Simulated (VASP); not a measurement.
# KI in VASP: notebook, part 2 of 2

VASP 6.6.1. Earlier steps stand in the parts before.

## 5. Single point, PBEsol, non-collinear spin, zero start, spin-orbit coupling (z stretched by -0.5 %, x and y held)

File INCAR:

```
PREC = Accurate
ENCUT = 520
EDIFF = 1E-7
ISMEAR = 0
SIGMA = 0.01
LREAL = False
LASPH = True
NELM = 150
ALGO = Normal
ISIF = 2
LWAVE = False
LCHARG = True
MAGMOM = 0 0 0 0 0 0
LORBIT = 11
LSORBIT = True
GGA_COMPAT = False
LORBMOM = True
GGA = PS
LVHAR = True
NBANDS = 28
```

File KPOINTS:

```
Automatic mesh
0
Gamma
  6 6 6
```

File POSCAR:

```
KI
1.0
    0.0000000000      3.5024800858      3.4849676854
    3.5024800858      0.0000000000      3.4849676854
    3.5024800858      3.5024800858      0.0000000000
K I
1 1
Direct
    0.0000000000      0.0000000000      0.0000000000
    0.5000000000      0.5000000000      0.5000000000
```

Potentials or basis: VASP PAW PBE potentials, release 64 (K_sv, I).

Started as:

```sh
$ cat potpaw_PBE.64/K_sv/POTCAR potpaw_PBE.64/I/POTCAR > POTCAR
$ mpirun -np 1 vasp_ncl > vasp.out
```

OUTCAR:

```text
PREC = Accurate
   ENCUT = 520
   EDIFF = 1E-7
   ISMEAR = 0
   LREAL = False
   LASPH = True
   NELM = 150
   ISIF = 2
   LORBIT = 11
   LSORBIT = True
   GGA = PS

 ion  position               nearest neighbor table
   1  0.000  0.000  0.000-   2 3.48   2 3.48   2 3.50   2 3.50   2 3.50   2 3.50
   2  0.500  0.500  0.500-   1 3.48   1 3.48   1 3.50   1 3.50   1 3.50   1 3.50

  LATTYP: Found a body centered tetragonal cell.
 ALAT       =     4.9532548393
 C/A-ratio  =     1.4071424946

  Lattice vectors:

 A1 = (   0.0000000000,  -3.5024800858,  -3.4849676854)
 A2 = (   0.0000000000,   3.5024800858,  -3.4849676854)
 A3 = (   3.5024800858,   0.0000000000,   3.4849676854)

Analysis of symmetry for initial positions (statically):
=====================================================================
 Subroutine PRICEL returns:
 Original cell was already a primitive cell.

 Routine SETGRP: Setting up the symmetry group for a
 body centered tetragonal supercell.

 Subroutine GETGRP returns: Found 16 space group operations
 (whereof 16 operations were pure point group operations)
 out of a pool of 16 trial point group operations.

The static configuration has the point symmetry D_4h.

Analysis of symmetry for dynamics (positions and initial velocities):
=====================================================================
 Subroutine PRICEL returns:
 Original cell was already a primitive cell.

 Routine SETGRP: Setting up the symmetry group for a
 body centered tetragonal supercell.

 Subroutine GETGRP returns: Found 16 space group operations
 (whereof 16 operations were pure point group operations)
 out of a pool of 16 trial point group operations.

The dynamic configuration has the point symmetry D_4h.

Analysis of structural, dynamic, and magnetic symmetry:
=====================================================================
 Subroutine PRICEL returns:
 Original cell was already a primitive cell.

 Routine SETGRP: Setting up the symmetry group for a
 body centered tetragonal supercell.

[... 956 lines left out ...]
  1        -0.000   0.000  -0.000
  2        -0.000   0.000  -0.000
 ----------------------------------------
           -0.000   0.000  -0.000

 orbital moment (z)

 # of ion     p       d       tot
 ----------------------------------------
  1         0.000   0.000   0.000
  2         0.000  -0.000  -0.000
 ----------------------------------------
            0.000  -0.000  -0.000

 Spin-Orbit-Coupling matrix elements

 Ion:    1  E_soc:     -0.0082883
 l=   1
     0.0000000    -0.0013795    -0.0013784
    -0.0013795     0.0000000    -0.0013795
    -0.0013784    -0.0013795     0.0000000
 l=   2
     0.0000000     0.0000003     0.0000000     0.0000003    -0.0000025
     0.0000003     0.0000000    -0.0000019     0.0000003    -0.0000006
     0.0000000    -0.0000019     0.0000000    -0.0000019     0.0000000
     0.0000003     0.0000003    -0.0000019     0.0000000    -0.0000006
    -0.0000025    -0.0000006     0.0000000    -0.0000006     0.0000000
 l=   3
     0.0000000     0.0000000     0.0000000     0.0000000     0.0000000     0.0000000     0.0000000
     0.0000000     0.0000000     0.0000000     0.0000000     0.0000000     0.0000000     0.0000000
     0.0000000     0.0000000     0.0000000     0.0000000     0.0000000     0.0000000     0.0000000
     0.0000000     0.0000000     0.0000000     0.0000000     0.0000000     0.0000000     0.0000000
     0.0000000     0.0000000     0.0000000     0.0000000     0.0000000     0.0000000     0.0000000
     0.0000000     0.0000000     0.0000000     0.0000000     0.0000000     0.0000000     0.0000000
     0.0000000     0.0000000     0.0000000     0.0000000     0.0000000     0.0000000     0.0000000

 Ion:    2  E_soc:     -0.2491387
 l=   1
     0.0000000    -0.0415134    -0.0415312
    -0.0415134     0.0000000    -0.0415134
    -0.0415312    -0.0415134     0.0000000
 l=   2
     0.0000000    -0.0000011     0.0000000    -0.0000011    -0.0000027
    -0.0000011     0.0000000    -0.0000021    -0.0000011    -0.0000007
     0.0000000    -0.0000021     0.0000000    -0.0000021     0.0000000
    -0.0000011    -0.0000011    -0.0000021     0.0000000    -0.0000007
    -0.0000027    -0.0000007     0.0000000    -0.0000007     0.0000000
 l=   3
     0.0000000     0.0000000     0.0000000     0.0000000     0.0000000     0.0000000     0.0000000
     0.0000000     0.0000000     0.0000000     0.0000000     0.0000000     0.0000000     0.0000000
     0.0000000     0.0000000     0.0000000     0.0000000     0.0000000     0.0000000     0.0000000
     0.0000000     0.0000000     0.0000000     0.0000000     0.0000000     0.0000000     0.0000000
     0.0000000     0.0000000     0.0000000     0.0000000     0.0000000     0.0000000     0.0000000
     0.0000000     0.0000000     0.0000000     0.0000000     0.0000000     0.0000000     0.0000000
     0.0000000     0.0000000     0.0000000     0.0000000     0.0000000     0.0000000     0.0000000

 total charge

# of ion       s       p       d       tot
------------------------------------------
    1        1.957   5.567   0.025   7.549
    2        1.491   2.844   0.001   4.336
--------------------------------------------------
tot          3.449   8.410   0.027  11.885

 magnetization (x)

# of ion       s       p       d       tot
------------------------------------------
    1       -0.000   0.000  -0.000  -0.000
    2        0.000   0.000   0.000   0.000
--------------------------------------------------
tot         -0.000   0.000  -0.000   0.000

 magnetization (y)

# of ion       s       p       d       tot
------------------------------------------
    1        0.000   0.000   0.000   0.000
    2       -0.000  -0.000   0.000  -0.000
--------------------------------------------------
tot          0.000  -0.000   0.000   0.000

 magnetization (z)

# of ion       s       p       d       tot
------------------------------------------
    1        0.000   0.000   0.000   0.000
    2       -0.000   0.000   0.000  -0.000
--------------------------------------------------
tot          0.000   0.000   0.000   0.000
```

OSZICAR:

```text
N       E                     dE             d eps       ncg     rms          rms(c)
DAV:   1     0.101595729200E+03    0.10160E+03   -0.64698E+03  1680   0.969E+02
DAV:   2     0.221843944036E+01   -0.99377E+02   -0.94311E+02  2028   0.246E+02
DAV:   3    -0.579337088423E+01   -0.80118E+01   -0.79755E+01  2748   0.583E+01
DAV:   4    -0.601968478884E+01   -0.22631E+00   -0.22565E+00  2404   0.946E+00
DAV:   5    -0.602647054447E+01   -0.67858E-02   -0.67852E-02  2368   0.126E+00    0.434E+00
DAV:   6    -0.594547294886E+01    0.80998E-01   -0.91031E-02  2072   0.223E+00    0.294E+00
DAV:   7    -0.593590794103E+01    0.95650E-02   -0.73291E-02  2160   0.149E+00    0.195E+00
DAV:   8    -0.594189137867E+01   -0.59834E-02   -0.21076E-02  2488   0.782E-01    0.533E-01
DAV:   9    -0.594271305658E+01   -0.82168E-03   -0.44782E-03  1836   0.449E-01    0.922E-02
DAV:  10    -0.594287633539E+01   -0.16328E-03   -0.30161E-04  2236   0.118E-01    0.559E-02
DAV:  11    -0.594300323546E+01   -0.12690E-03   -0.75842E-05  1880   0.482E-02    0.376E-02
DAV:  12    -0.594305188061E+01   -0.48645E-04   -0.41777E-05  1996   0.398E-02    0.145E-02
DAV:  13    -0.594305319008E+01   -0.13095E-05   -0.27237E-06  2444   0.878E-03    0.589E-03
DAV:  14    -0.594305314159E+01    0.48486E-07   -0.11534E-06  1548   0.574E-03    0.211E-03
DAV:  15    -0.594305322585E+01   -0.84257E-07   -0.38714E-08  1712   0.130E-03
   1 F= -.59430532E+01 E0= -.59430532E+01  d E =-.149539E-16  mag=    -0.0000     0.0000     0.0000
```

stdout:

```text
POSCAR found type information on POSCAR K I
 POSCAR found :  2 types and       2 ions
 scaLAPACK will be used
 -----------------------------------------------------------------------------
|                                                                             |
|                                                                             |
|     You enforced a specific xc type in the INCAR file but a different       |
|     I HOPE YOU KNOW WHAT YOU ARE DOING!                                     |
|                                                                             |
 -----------------------------------------------------------------------------

 LDA part: xc-table for (Slater+PW92), standard interpolation
 POSCAR, INCAR and KPOINTS ok, starting setup
 FFT: planning ... GRIDC
 FFT: planning ... GRID_SOFT
 FFT: planning ... GRID
 WAVECAR not read
 entering main loop
```

It took 3.4 min on 1 thread of Oxide Virtual Turin-like, shared host; peak memory 0.5 GiB.

Results:

```
Free energy                                           : -5.9431 eV
Pressure                                              : 0.1 GPa
Net moment                                            : 0.00 μB per cell
Valence electrons inside the program's atomic spheres : K 7.55; I 4.34
```

Stress tensor (GPa, compression positive):
```
0.08 0.00 0.00
0.00 0.08 0.00
0.00 0.00 0.22
```

Moments on the atoms (μB; x, y, z):
```
K   0.00 0.00 0.00
I   0.00 0.00 0.00
```

Caveat: the cell differs from its parent crystal (z stretched by -0.5 %, x and y held); the PAW data sets were made with another functional, which shifts forces and pressure a little.

## 6. Single point, PBEsol, non-collinear spin, zero start, spin-orbit coupling (atom 1 moved by [0.01, 0.01, 0.01] A)

File INCAR:

```
PREC = Accurate
ENCUT = 520
EDIFF = 1E-6
ISMEAR = 0
SIGMA = 0.01
LREAL = False
LASPH = True
NELM = 150
ALGO = Normal
ISIF = 2
LWAVE = False
LCHARG = False
MAGMOM = 0 0 0 0 0 0
LORBIT = 11
LSORBIT = True
GGA_COMPAT = False
LORBMOM = True
GGA = PS
NBANDS = 28
```

KPOINTS is that of step 5.

File POSCAR:

```
KI
1.0
    0.0000000000      3.5024800858      3.5024800858
    3.5024800858      0.0000000000      3.5024800858
    3.5024800858      3.5024800858      0.0000000000
K I
1 1
Direct
    0.0014275599      0.0014275599      0.0014275599
    0.5000000000      0.5000000000      0.5000000000
```

Potentials or basis: VASP PAW PBE potentials, release 64 (K_sv, I).

Started as:

```sh
$ cat potpaw_PBE.64/K_sv/POTCAR potpaw_PBE.64/I/POTCAR > POTCAR
$ mpirun -np 1 vasp_ncl > vasp.out
```

It took 8.7 min on 1 thread of Oxide Virtual Turin-like, shared host; peak memory 0.57 GiB.

It converged, with:

| Quantity | Value |
| --- | --- |
| Free energy | -5.9433 eV |
| Pressure | 0.1 GPa |
| Largest force | 0.019 eV/Å |
| Net moment | 0.00 μB per cell |
| Valence electrons inside the program's atomic spheres | K 7.55; I 4.34 |

Forces in eV/Å, atoms in the order of the input:
```
K   -0.011 -0.011 -0.011
I    0.011  0.011  0.011
```

Moments on the atoms (μB; x, y, z):
```
K   0.00 0.00 0.00
I   0.00 0.00 0.00
```

Caveat: the cell differs from its parent crystal (atom 1 moved by [0.01, 0.01, 0.01] A); the PAW data sets were made with another functional, which shifts forces and pressure a little.

## 7. Single point, PBEsol, non-collinear spin, zero start, spin-orbit coupling (atom 1 moved by [-0.01, -0.01, -0.01] A)

File INCAR:

```
SYSTEM = KI
ALGO = Normal
EDIFF = 1E-6
ENCUT = 520
GGA = PS
GGA_COMPAT = .False.
ISIF = 2
ISMEAR = 0
LASPH = .True.
LCHARG = .False.
LNONCOLLINEAR = .True.
LORBIT = 11
LORBMOM = .True.
LREAL = .False.
LSORBIT = .True.
LWAVE = .False.
MAGMOM = 0 0 0 0 0 0
NBANDS = 28
NELM = 150
PREC = Accurate
SIGMA = 0.01
```

File KPOINTS:

```
k-points
0
Gamma
  6 6 6
  0 0 0
```

POSCAR: that of step 6 with these lines changed.

```diff
@@ -8,3 +8,3 @@
 Direct
-    0.0014275599      0.0014275599      0.0014275599
+   -0.0014275599     -0.0014275599     -0.0014275599
     0.5000000000      0.5000000000      0.5000000000
```

Potentials or basis: VASP PAW PBE potentials, release 64 (K_sv, I).

Started as:

```sh
$ cat potpaw_PBE.64/K_sv/POTCAR potpaw_PBE.64/I/POTCAR > POTCAR
$ mpirun -np 1 vasp_ncl > vasp.out
```

OUTCAR:

```text
SYSTEM = KI
   EDIFF = 1E-6
   ENCUT = 520
   GGA = PS
   ISIF = 2
   ISMEAR = 0
   LASPH = .True.
   LNONCOLLINEAR = .True.
   LORBIT = 11
   LREAL = .False.
   LSORBIT = .True.
   NELM = 150
   PREC = Accurate

 ion  position               nearest neighbor table
   1  0.999  0.999  0.999-   2 3.49   2 3.49   2 3.49   2 3.51   2 3.51   2 3.51
   2  0.500  0.500  0.500-   1 3.49   1 3.49   1 3.49   1 3.51   1 3.51   1 3.51

  LATTYP: Found a face centered cubic cell.
 ALAT       =     7.0049601716

  Lattice vectors:

 A1 = (   0.0000000000,   3.5024800858,   3.5024800858)
 A2 = (   3.5024800858,   0.0000000000,   3.5024800858)
 A3 = (   3.5024800858,   3.5024800858,   0.0000000000)

Analysis of symmetry for initial positions (statically):
=====================================================================
 Subroutine PRICEL returns:
 Original cell was already a primitive cell.

 Routine SETGRP: Setting up the symmetry group for a
 face centered cubic supercell.

 Subroutine GETGRP returns: Found  6 space group operations
 (whereof  6 operations were pure point group operations)
 out of a pool of 48 trial point group operations.

The static configuration has the point symmetry C_3v.
[... 1007 lines left out ...]
     0.0000000     0.0000000     0.0000000     0.0000000     0.0000000     0.0000000     0.0000000
     0.0000000     0.0000000     0.0000000     0.0000000     0.0000000     0.0000000     0.0000000
     0.0000000     0.0000000     0.0000000     0.0000000     0.0000000     0.0000000     0.0000000
     0.0000000     0.0000000     0.0000000     0.0000000     0.0000000     0.0000000     0.0000000
     0.0000000     0.0000000     0.0000000     0.0000000     0.0000000     0.0000000     0.0000000

 Ion:    2  E_soc:     -0.2492320
 l=   1
     0.0000000    -0.0415349    -0.0415349
    -0.0415349     0.0000000    -0.0415349
    -0.0415349    -0.0415349     0.0000000
 l=   2
     0.0000000    -0.0000011     0.0000000    -0.0000011    -0.0000027
    -0.0000011     0.0000000    -0.0000020    -0.0000011    -0.0000007
     0.0000000    -0.0000020     0.0000000    -0.0000020     0.0000000
    -0.0000011    -0.0000011    -0.0000020     0.0000000    -0.0000007
    -0.0000027    -0.0000007     0.0000000    -0.0000007     0.0000000
 l=   3
     0.0000000     0.0000000     0.0000000     0.0000000     0.0000000     0.0000000     0.0000000
     0.0000000     0.0000000     0.0000000     0.0000000     0.0000000     0.0000000     0.0000000
     0.0000000     0.0000000     0.0000000     0.0000000     0.0000000     0.0000000     0.0000000
     0.0000000     0.0000000     0.0000000     0.0000000     0.0000000     0.0000000     0.0000000
     0.0000000     0.0000000     0.0000000     0.0000000     0.0000000     0.0000000     0.0000000
     0.0000000     0.0000000     0.0000000     0.0000000     0.0000000     0.0000000     0.0000000
     0.0000000     0.0000000     0.0000000     0.0000000     0.0000000     0.0000000     0.0000000

 total charge

# of ion       s       p       d       tot
------------------------------------------
    1        1.957   5.566   0.025   7.548
    2        1.491   2.843   0.001   4.336
--------------------------------------------------
tot          3.448   8.409   0.026  11.884

 magnetization (x)

# of ion       s       p       d       tot
------------------------------------------
    1        0.000   0.000   0.000   0.000
    2        0.000   0.000   0.000   0.000
--------------------------------------------------
tot          0.000   0.000   0.000   0.000

 magnetization (y)

# of ion       s       p       d       tot
------------------------------------------
    1        0.000   0.000   0.000   0.000
    2        0.000  -0.000   0.000  -0.000
--------------------------------------------------
tot          0.000  -0.000   0.000  -0.000

 magnetization (z)

# of ion       s       p       d       tot
------------------------------------------
    1        0.000   0.000   0.000   0.000
    2        0.000  -0.000   0.000  -0.000
--------------------------------------------------
tot          0.000  -0.000   0.000  -0.000
```

OSZICAR:

```text
N       E                     dE             d eps       ncg     rms          rms(c)
DAV:   1     0.101977188656E+03    0.10198E+03   -0.64257E+03  3136   0.966E+02
DAV:   2     0.236243622920E+01   -0.99615E+02   -0.93699E+02  3780   0.244E+02
DAV:   3    -0.578787631912E+01   -0.81503E+01   -0.81140E+01  5128   0.585E+01
DAV:   4    -0.602045582523E+01   -0.23258E+00   -0.23196E+00  4492   0.957E+00
DAV:   5    -0.602739107512E+01   -0.69352E-02   -0.69346E-02  4408   0.129E+00    0.432E+00
DAV:   6    -0.594575297014E+01    0.81638E-01   -0.91894E-02  3840   0.224E+00    0.292E+00
DAV:   7    -0.593610535736E+01    0.96476E-02   -0.73660E-02  3996   0.149E+00    0.194E+00
DAV:   8    -0.594210201469E+01   -0.59967E-02   -0.21107E-02  4660   0.780E-01    0.536E-01
DAV:   9    -0.594297077623E+01   -0.86876E-03   -0.44998E-03  3408   0.448E-01    0.936E-02
DAV:  10    -0.594313179301E+01   -0.16102E-03   -0.30126E-04  4128   0.118E-01    0.555E-02
DAV:  11    -0.594326482672E+01   -0.13303E-03   -0.81921E-05  3440   0.501E-02    0.385E-02
DAV:  12    -0.594331095078E+01   -0.46124E-04   -0.39291E-05  3736   0.388E-02    0.145E-02
DAV:  13    -0.594331233437E+01   -0.13836E-05   -0.27148E-06  3892   0.884E-03    0.580E-03
DAV:  14    -0.594331232757E+01    0.67978E-08   -0.12020E-06  2856   0.604E-03
   1 F= -.59433123E+01 E0= -.59433123E+01  d E =-.666994-113  mag=    -0.0000     0.0000     0.0000
```

Wall time 8.2 min (1 thread of Oxide Virtual Turin-like, shared host); peak memory 0.56 GiB.

What came out:

* Free energy: -5.9433 eV
* Pressure: 0.1 GPa
* Largest force: 0.019 eV/Å
* Net moment: 0.00 μB per cell
* Valence electrons inside the program's atomic spheres: K 7.55; I 4.34

Forces on the atoms (eV/Å):
```
K    0.011  0.011  0.011
I   -0.011 -0.011 -0.011
```

Moments on the atoms (μB; x, y, z):
```
K   0.00 0.00 0.00
I   0.00 0.00 0.00
```

Caveat: the cell differs from its parent crystal (atom 1 moved by [-0.01, -0.01, -0.01] A); the PAW data sets were made with another functional, which shifts forces and pressure a little.

## 8. Overview

```tsv
cell	pressure (GPa)	moment (μB)
a = 4.953 Å, angles 60.0°, 2 atoms	0.1	0.00
a = 4.978 Å, angles 60.0°, 2 atoms	-0.1	0.00
a = 4.941, b = 4.941, c = 4.953 Å, angles 59.9, 59.9, 60.2°, 2 atoms	0.1	0.00
```

Some of these runs hold the atoms at other places in the same cell, which the table doesn't show; runs alike in all that it shows share one row.

Alike in all rows: task single point; level PBEsol; potentials or basis VASP PAW PBE potentials, release 64 (K_sv, I); spin non-collinear, zero start, SOC; k mesh 6 × 6 × 6; cutoff (eV) 520; smearing gaussian 0.01 eV.

Caveats: the PAW data sets were made with another functional, which shifts forces and pressure a little.

Absolute energies hang on the potentials; compare differences alone.
